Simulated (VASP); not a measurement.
# Sn2PW3 (P6/mmm) in VASP: further runs

Sn2PW3 is run at these levels: PBE; tasks: single point, relaxation of cell and atoms.

All numbers are computed with VASP 6.6.1; they aren't measurements. Logs are shortened: lines on timing, memory, paths and dates and some standing lists are left out, and cuts for length are marked.

## (1) The cell of the first run

The structure is hexagonal, space group P6/mmm (No. 191). Conventional cell: a = 5.436 Å, b = 5.436 Å, c = 4.770 Å, α = 90.00°, β = 90.00°, γ = 120.00°. Sn (site symmetry -6m2) has 6 W at 2.86 Å and 3 Sn at 3.14 Å and 3 P at 3.14 Å within 3.8 Å. Within 4.1 Å of P (site symmetry 6/mmm) lie 6 Sn at 3.14 Å and 12 W at 3.62 Å. W (site symmetry mmm) has 4 W at 2.72 Å and 4 Sn at 2.86 Å and 4 P at 3.62 Å within 3.7 Å.

The cell was built from a structure type or drawn by symmetry, and may not be a known phase.

## (2) Single point, PBE

The input, INCAR:

```
SYSTEM = Sn2PW3
ALGO = Normal
EDIFF = 1E-6
ENCUT = 520
GGA = PE
ISIF = 2
ISMEAR = 0
LASPH = .True.
LCHARG = .False.
LREAL = .False.
LWAVE = .False.
NBANDS = 46
NELM = 60
PREC = Accurate
SIGMA = 0.1
```

The input, KPOINTS:

```
k-points
0
Gamma
  3 3 4
  0 0 0
```

The input, POSCAR:

```
Sn2PW3
1.0
    5.4363696381      0.0000000000      0.0000000000
   -2.7181848190      4.7080342109      0.0000000000
    0.0000000000      0.0000000000      4.7703520923
Sn P W
2 1 3
Direct
    0.6666666667      0.3333333333      0.0000000000
    0.3333333333      0.6666666667      0.0000000000
    0.0000000000      0.0000000000      0.0000000000
    0.5000000000      0.5000000000      0.5000000000
    0.5000000000      0.0000000000      0.5000000000
    0.0000000000      0.5000000000      0.5000000000
```

Potentials or basis: VASP PAW PBE potentials, release 64 (Sn_d, P, W_sv).

Launch:

```sh
$ cat potpaw_PBE.64/Sn_d/POTCAR potpaw_PBE.64/P/POTCAR potpaw_PBE.64/W_sv/POTCAR > POTCAR
$ mpirun -np 1 vasp_std > vasp.out
```

OUTCAR:

```text
SYSTEM = Sn2PW3
   EDIFF = 1E-6
   ENCUT = 520
   GGA = PE
   ISIF = 2
   ISMEAR = 0
   LASPH = .True.
   LREAL = .False.
   NELM = 60
   PREC = Accurate

 ion  position               nearest neighbor table
   1  0.667  0.333  0.000-   5 2.86   5 2.86   6 2.86   6 2.86   4 2.86   4 2.86   2 3.14   3 3.14
                             2 3.14   3 3.14   3 3.14   2 3.14
   2  0.333  0.667  0.000-   5 2.86   5 2.86   6 2.86   6 2.86   4 2.86   4 2.86   1 3.14   3 3.14
                             1 3.14   3 3.14   3 3.14   1 3.14
   3  0.000  0.000  0.000-   1 3.14   2 3.14   2 3.14   1 3.14   1 3.14   2 3.14
   4  0.500  0.500  0.500-   5 2.72   5 2.72   6 2.72   6 2.72   1 2.86   2 2.86   1 2.86   2 2.86

   5  0.500  0.000  0.500-   4 2.72   4 2.72   6 2.72   6 2.72   1 2.86   2 2.86   1 2.86   2 2.86

   6  0.000  0.500  0.500-   5 2.72   5 2.72   4 2.72   4 2.72   1 2.86   2 2.86   1 2.86   2 2.86

  LATTYP: Found a hexagonal cell.
 ALAT       =     5.4363696381
 C/A-ratio  =     0.8774885466

  Lattice vectors:

 A1 = (   5.4363696381,   0.0000000000,   0.0000000000)
 A2 = (  -2.7181848190,   4.7080342109,   0.0000000000)
 A3 = (   0.0000000000,   0.0000000000,   4.7703520923)

Analysis of symmetry for initial positions (statically):
=====================================================================
 Subroutine PRICEL returns:
 Original cell was already a primitive cell.

 Routine SETGRP: Setting up the symmetry group for a
 hexagonal supercell.

 Subroutine GETGRP returns: Found 24 space group operations
 (whereof 24 operations were pure point group operations)
 out of a pool of 24 trial point group operations.

The static configuration has the point symmetry D_6h.

Analysis of symmetry for dynamics (positions and initial velocities):
=====================================================================
 Subroutine PRICEL returns:
 Original cell was already a primitive cell.

 Routine SETGRP: Setting up the symmetry group for a
 hexagonal supercell.

 Subroutine GETGRP returns: Found 24 space group operations
 (whereof 24 operations were pure point group operations)
 out of a pool of 24 trial point group operations.

The dynamic configuration has the point symmetry D_6h.

 Subroutine INISYM returns: Found 24 space group operations
 (whereof 24 operations are pure point group operations),
 and found     1 'primitive' translations

----------------------------------------------------------------------------------------

                                     Primitive cell

  volume of cell :     122.0953

  direct lattice vectors                    reciprocal lattice vectors
     5.436369638  0.000000000  0.000000000     0.183946285  0.106201437  0.000000000
    -2.718184819  4.708034211  0.000000000     0.000000000  0.212402875  0.000000000
     0.000000000  0.000000000  4.770352092     0.000000000  0.000000000  0.209628132

  length of vectors
     5.436369638  5.436369638  4.770352092     0.212402875  0.212402875  0.209628132

  position of ions in fractional coordinates (direct lattice)
     0.666666667  0.333333333  0.000000000
     0.333333333  0.666666667  0.000000000
     0.000000000  0.000000000  0.000000000
     0.500000000  0.500000000  0.500000000
     0.500000000  0.000000000  0.500000000
     1.000000000  0.500000000  0.500000000

  ion indices of the primitive-cell ions
   primitive index   ion index
                 1           1
                 2           2
                 3           3
                 4           4
                 5           5
                 6           6

----------------------------------------------------------------------------------------

 KPOINTS: k-points

Automatic generation of k-mesh.
 Grid dimensions read from file:
 generate k-points for:    3    3    4

 Generating k-lattice:

  Cartesian coordinates                     Fractional coordinates (reciprocal lattice)
     0.061315428  0.035400479  0.000000000     0.333333333 -0.000000000  0.000000000
     0.000000000  0.070800958  0.000000000     0.000000000  0.333333333  0.000000000
     0.000000000  0.000000000  0.052407033     0.000000000  0.000000000  0.250000000

  Length of vectors
     0.070800958  0.070800958  0.052407033

  Shift w.r.t. Gamma in fractional coordinates (k-lattice)
     0.000000000  0.000000000  0.000000000

 Subroutine IBZKPT returns following result:
 ===========================================

 Found      9 irreducible k-points:

 Following reciprocal coordinates:
            Coordinates               Weight
  0.000000  0.000000  0.000000      1.000000
  0.333333  0.000000  0.000000      6.000000
  0.333333  0.333333  0.000000      2.000000
  0.000000  0.000000  0.250000      2.000000
  0.333333  0.000000  0.250000     12.000000
  0.333333  0.333333  0.250000      4.000000
  0.000000  0.000000  0.500000      1.000000
  0.333333  0.000000  0.500000      6.000000
  0.333333  0.333333  0.500000      2.000000
   k-points           NKPTS =      9   k-points in BZ     NKDIM =      9   number of bands    NBANDS=     46
   number of dos      NEDOS =    301   number of ions     NIONS =      6
   total plane-waves  NPLWV =  57600
   dimension x,y,z NGX =    40 NGY =   40 NGZ =   36
   dimension x,y,z NGXF=    80 NGYF=   80 NGZF=   72
   ions per type =               2   1   3
   NGX,Y,Z   is equivalent  to a cutoff of  12.23, 12.23, 12.55 a.u.
   NGXF,Y,Z  is equivalent  to a cutoff of  24.46, 24.46, 25.09 a.u.
 SYSTEM =  Sn2PW3
   PREC   = accura    normal or accurate (medium, high low for compatibility)
   ISTART =      0    job   : 0-new  1-cont  2-samecut
   ICHARG =      2    charge: 1-file 2-atom 10-const
   ISPIN  =      1    spin polarized calculation?
   LNONCOLLINEAR =      F non collinear calculations
   LSORBIT =      F    spin-orbit coupling
   LASPH  =      T    aspherical Exc in radial PAW
   ENCUT  =  520.0 eV  38.22 Ry    6.18 a.u.  10.11 10.11  8.87*2*pi/ulx,y,z
   NELM   =     60;   NELMIN=  2; NELMDL= -5     # of ELM steps
   EDIFF  = 0.1E-05   stopping-criterion for ELM
   LREAL  =      F    real-space projection
   EDIFFG = 0.1E-04   stopping-criterion for IOM
   NSW    =      0    number of steps for IOM
   IBRION =     -1    ionic relax: 0-MD 1-quasi-New 2-CG
   NFREE  =      0    steps in history (QN), initial steepest desc. (CG)
   ISIF   =      2    stress and relaxation
   ISYM   =      2    0-nonsym 1-usesym 2-fastsym
   POTIM  = 0.5000    time-step for ionic-motion
   TEBEG  =    0.0;   TEEND  =   0.0 temperature during run
   PSTRESS=    0.0 pullay stress
   NELECT =      75.0000    total number of electrons
   NUPDOWN=      -1.0000    fix difference up-down
   EMIN   =  10.00;   EMAX   =-10.00  energy-range for DOS
   EFERMI =   0.00;   METHOD = LEGACY
   ISMEAR =     0;   SIGMA  =   0.10  broadening in eV -4-tet -1-fermi 0-gaus
   EFERMI_NEDOS =   21; number of points for ismear=-14 and -15
   IALGO  =     38    algorithm
   IMIX   =      4    mixing-type and parameters
     AMIX     =   0.40;   BMIX     =  1.00
     AMIX_MAG =   1.60;   BMIX_MAG =  1.00
  volume/ion in A,a.u.               =      20.35       137.32
  Fermi-wavevector in a.u.,A,eV,Ry     =   1.391646  2.629830 26.350128  1.936680
  Thomas-Fermi vector in A             =   2.515465
   LORBIT       =      0    0 simple, 1 ext, 2 COOP (PROOUT), +10 PAW based schemes
   GGA     = PE    functional components
   LHFCALC =     F    Hartree Fock is set to
   AEXX    =    0.0000 exact exchange contribution
   IVDW    =     0    specifies the selected vdW correction
   LEPSILON=     F    determine dielectric tensor
   LRPA    =     F    only Hartree local field effects (RPA)
 non-spin polarized calculation
 Gauss-broadening in eV      SIGMA  =   0.10
  energy-cutoff  :      520.00
  volume of cell :      122.10
 maximum number of plane-waves:      3312
   NGX = 21   NGY = 21   NGZ = 17

 number of electron      75.0000006 magnetization

 Free energy of the ion-electron system (eV)
  ---------------------------------------------------
  ext. energy  EPLUGINS =         0.00000000
  ---------------------------------------------------
  free energy    TOTEN  =       -45.12332448 eV

  energy without entropy =      -45.08883498  energy(sigma->0) =      -45.10607973

 E-fermi :   8.9653     XC(G=0): -11.6035

 val. band max:        8.9396788202   @ k =   0.3333   0.0000   0.5000
 cond. band min:       9.0060495286   @ k =   0.3333   0.0000   0.2500
 fundamental gap:      0.0663707084
 Fermi energy:         8.9652853385

 k-point     1 :       0.0000    0.0000    0.0000
  band No.  band energies     occupation
      1     -65.2590      2.00000
      2     -65.1615      2.00000
      3     -65.1615      2.00000
      4     -30.1728      2.00000
      5     -29.6742      2.00000
      6     -29.6742      2.00000
[... 38 lines left out ...]
     45      13.5996      0.00000
     46      13.5998      0.00000

 k-point     2 :       0.3333    0.0000    0.0000
  band No.  band energies     occupation
      1     -65.2385      2.00000
      2     -65.1822      2.00000
      3     -65.1615      2.00000
      4     -29.9747      2.00000
      5     -29.6154      2.00000
      6     -29.5464      2.00000
[... 38 lines left out ...]
     45      11.2299      0.00000
     46      12.0010      0.00000

 k-point     3 :       0.3333    0.3333    0.0000
  band No.  band energies     occupation
      1     -65.2104      2.00000
      2     -65.2104      2.00000
      3     -65.1615      2.00000
      4     -29.6982      2.00000
      5     -29.6982      2.00000
      6     -29.5211      2.00000
[... 38 lines left out ...]
     45      11.7575      0.00000
     46      12.0691      0.00000

 k-point     4 :       0.0000    0.0000    0.2500
  band No.  band energies     occupation
      1     -65.2590      2.00000
      2     -65.1615      2.00000
      3     -65.1615      2.00000
      4     -30.1713      2.00000
      5     -29.6744      2.00000
      6     -29.6744      2.00000
[... 38 lines left out ...]
     45      11.2142      0.00000
     46      12.6820      0.00000

 k-point     5 :       0.3333    0.0000    0.2500
  band No.  band energies     occupation
      1     -65.2385      2.00000
      2     -65.1822      2.00000
      3     -65.1615      2.00000
      4     -29.9736      2.00000
      5     -29.6153      2.00000
      6     -29.5488      2.00000
[... 38 lines left out ...]
     45      11.2844      0.00000
     46      11.3422      0.00000

 k-point     6 :       0.3333    0.3333    0.2500
  band No.  band energies     occupation
      1     -65.2104      2.00000
      2     -65.2104      2.00000
      3     -65.1615      2.00000
      4     -29.6977      2.00000
      5     -29.6977      2.00000
      6     -29.5211      2.00000
[... 38 lines left out ...]
     45      10.6451      0.00000
     46      11.2444      0.00000

 k-point     7 :       0.0000    0.0000    0.5000
  band No.  band energies     occupation
      1     -65.2589      2.00000
      2     -65.1615      2.00000
      3     -65.1615      2.00000
      4     -30.1698      2.00000
      5     -29.6745      2.00000
      6     -29.6745      2.00000
[... 38 lines left out ...]
     45      11.1775      0.00000
     46      11.1784      0.00000

 k-point     8 :       0.3333    0.0000    0.5000
  band No.  band energies     occupation
      1     -65.2385      2.00000
      2     -65.1822      2.00000
      3     -65.1615      2.00000
      4     -29.9725      2.00000
      5     -29.6152      2.00000
      6     -29.5513      2.00000
[... 38 lines left out ...]
     45      10.9305      0.00000
     46      11.4274      0.00000

 k-point     9 :       0.3333    0.3333    0.5000
  band No.  band energies     occupation
      1     -65.2104      2.00000
      2     -65.2104      2.00000
      3     -65.1615      2.00000
      4     -29.6971      2.00000
      5     -29.6971      2.00000
      6     -29.5210      2.00000
[... 38 lines left out ...]
     45       9.8584      0.00000
     46      11.2103      0.00000

------------------------ aborting loop because EDIFF is reached ----------------------------------------

  FORCE on cell =-STRESS in cart. coord.  units (eV):
  Direction    XX          YY          ZZ          XY          YZ          ZX
  --------------------------------------------------------------------------------------
  -------------------------------------------------------------------------------------
  Total       -0.1546641     -0.1546641     -0.1299373     -0.0000000      0.0000000      0.0000000
  in kB       -2.0295559     -2.0295559     -1.7050823     -0.0000000      0.0000000      0.0000000
  external PRESSURE =      -1.9213981 kB  Pullay stress =       0.0000000 kB

 VOLUME and BASIS-vectors are now :
 -----------------------------------------------------------------------------
  energy-cutoff  :      520.00
  volume of cell :      122.10
      direct lattice vectors                 reciprocal lattice vectors
     5.436369638  0.000000000  0.000000000     0.183946285  0.106201437  0.000000000
    -2.718184819  4.708034211  0.000000000     0.000000000  0.212402875  0.000000000
     0.000000000  0.000000000  4.770352092     0.000000000  0.000000000  0.209628132

 POSITION                                       TOTAL-FORCE (eV/Angst)
 -----------------------------------------------------------------------------------
      2.71818      1.56934      0.00000        -0.000000      0.000000      0.000000
     -0.00000      3.13869      0.00000         0.000000     -0.000000     -0.000000
      0.00000      0.00000      0.00000        -0.000000      0.000000      0.000000
      1.35909      2.35402      2.38518        -0.000000      0.000000      0.000000
      2.71818      0.00000      2.38518        -0.000000      0.000000      0.000000
     -1.35909      2.35402      2.38518        -0.000000      0.000000      0.000000
 -----------------------------------------------------------------------------------
    total drift:                               -0.000000     -0.000000     -0.000000

  FREE ENERGIE OF THE ION-ELECTRON SYSTEM (eV)
  ---------------------------------------------------
  free  energy   TOTEN  =       -45.1233244774 eV

  energy  without entropy=      -45.0888349844  energy(sigma->0) =      -45.10607973
```

Wall time 33 s (1 thread of Intel Xeon Platinum 8488C (Sapphire Rapids), shared host); peak memory 0.25 GiB.

Results:

| Quantity | Value |
| --- | --- |
| Free energy | -45.1233 eV |
| Pressure | -0.2 GPa |
| Band gap on the k mesh | zero (an odd number of electrons rules out a gap without spin polarisation) |

Levels at points of the mesh, in eV from the Fermi level:
```csv
k point,band 35,band 36,band 37,band 38,band 39,band 40
"(0.00, 0.00, 0.00)",-2.82,-1.92,-1.92,0.21,1.91,2.14
"(0.00, 0.00, 0.50)",-1.01,-0.37,-0.37,0.19,0.19,1.11
```

Caveat: the k points lie up to 0.44 Å⁻¹ apart, too coarse for converged energies and pressures of a metal; spin-orbit coupling is left out, which moves the levels of the heavy elements.

## (3) Single point, PBE

This run uses another cell than the first one, of 22.37 Å³/atom.

The input, INCAR:

```
PREC     = Accurate       # precision mode
ENCUT    = 520            # plane-wave cutoff, eV
EDIFF    = 1E-6           # SCF threshold, eV
ISMEAR   = 0              # smearing method
SIGMA    = 0.1            # smearing width, eV
LREAL    = F              # projectors in reciprocal space
LASPH    = T              # aspherical terms in the spheres
NELM     = 80             # most SCF steps
ALGO     = Normal         # electronic algorithm
ISIF     = 2              # what is computed and relaxed
LWAVE    = F              # write WAVECAR
LCHARG   = F              # write CHGCAR
GGA      = PE             # functional
NBANDS   = 46             # bands
```

The input, KPOINTS:

```
Automatic mesh
0
Gamma
  3 3 4
```

The input, POSCAR:

```
Sn2PW3
1.0
    5.8868179600      0.0000000000      0.0000000000
   -2.9434089800      5.0981339000      0.0000000000
    0.0000000000      0.0000000000      4.4717017700
Sn P W
2 1 3
Direct
    0.6666666700      0.3333333300      0.0000000000
    0.3333333300      0.6666666700      0.0000000000
    0.0000000000      0.0000000000      0.0000000000
    0.5000000000      0.5000000000      0.5000000000
    0.5000000000      0.0000000000      0.5000000000
    0.0000000000      0.5000000000      0.5000000000
```

Potentials or basis: VASP PAW PBE potentials, release 64 (Sn_d, P, W_sv).

Launch:

```sh
$ cat potpaw_PBE.64/Sn_d/POTCAR potpaw_PBE.64/P/POTCAR potpaw_PBE.64/W_sv/POTCAR > POTCAR
$ mpirun -np 1 vasp_std > vasp.out
```

It took 41 s on 1 thread of Intel Xeon Platinum 8488C (Sapphire Rapids), shared host; peak memory 0.29 GiB.

Results (log left out):

```
Free energy            : -43.8989 eV
Pressure               : -9.0 GPa
Band gap on the k mesh : zero (an odd number of electrons rules out a gap without spin polarisation)
```

Stress tensor (GPa, compression positive):
```
-15.12   0.00   0.00
  0.00 -15.12   0.00
  0.00   0.00   3.20
```

Levels at points of the mesh, in eV from the Fermi level:
```tsv
k point	band 35	band 36	band 37	band 38	band 39	band 40
(0.00, 0.00, 0.00)	-1.88	-1.27	-1.27	0.40	1.41	1.43
(0.00, 0.00, 0.50)	-1.60	-0.03	-0.03	0.20	0.20	1.16
```

Caveat: the k points lie up to 0.41 Å⁻¹ apart, too coarse for converged energies and pressures of a metal; spin-orbit coupling is left out, which moves the levels of the heavy elements.

(Continued in part 2 of 2.)
